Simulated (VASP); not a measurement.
Here is a VASP 6.6.1 calculation.

The input INCAR:

```
SYSTEM = MgS
  ALGO = Normal
  EDIFF = 1E-6
  EDIFFG = -0.02
  ENCUT = 600
  GGA = CA
  IBRION = 2
  ISIF = 3
  ISMEAR = 0
  LASPH = .TRUE.
  LCHARG = .FALSE.
  LREAL = .FALSE.
  LWAVE = .FALSE.
  NELM = 80
  NSW = 80
  PREC = Accurate
  SIGMA = 0.01
```

File KPOINTS:

```
k-points
0
G
  6 6 4
  0 0 0
```

File POSCAR:

```
MgS
1.0
    4.0346200000      0.0000000000      0.0000000000
   -2.0173100000      3.4940834146      0.0000000000
    0.0000000000      0.0000000000      6.4322900000
Mg S
2 2
Direct
    0.6666666667      0.3333333333      0.4957500000
    0.3333333333      0.6666666667      0.9957500000
    0.3333333333      0.6666666667      0.3792400000
    0.6666666667      0.3333333333      0.8792400000
```

Potentials or basis: VASP PAW LDA potentials, release 64 (Mg, S).

The run is started by

```sh
$ cat potpaw_LDA.64/Mg/POTCAR potpaw_LDA.64/S/POTCAR > POTCAR
$ mpirun -np 1 vasp_std > vasp.out
```

Task: Estimate the relaxed volume.

Result: 21.76 Å³/atom.

Task: What does it give for the relaxed cell?

Result: a = 3.981 Å, b = 3.981 Å, c = 6.340 Å, α = 90.00°, β = 90.00°, γ = 120.00°.

Task: What does it give for the band gap on the k mesh?

Result: 3.37 eV, direct.

Task: What does it give for the space group after relaxing (to 0.05 Å)?

Result: P6_3mc (No. 186).

The path:
```
step  energy change (eV)  largest force (eV/Å)  pressure (GPa)  volume (Å³)
   1              0.0000                0.0534           -2.36        90.68
   2             -0.0271                0.0096            0.50        86.36
   3             -0.0282                0.0176            0.01        87.02
```

As with any semilocal functional, this LDA gap is likely too small.
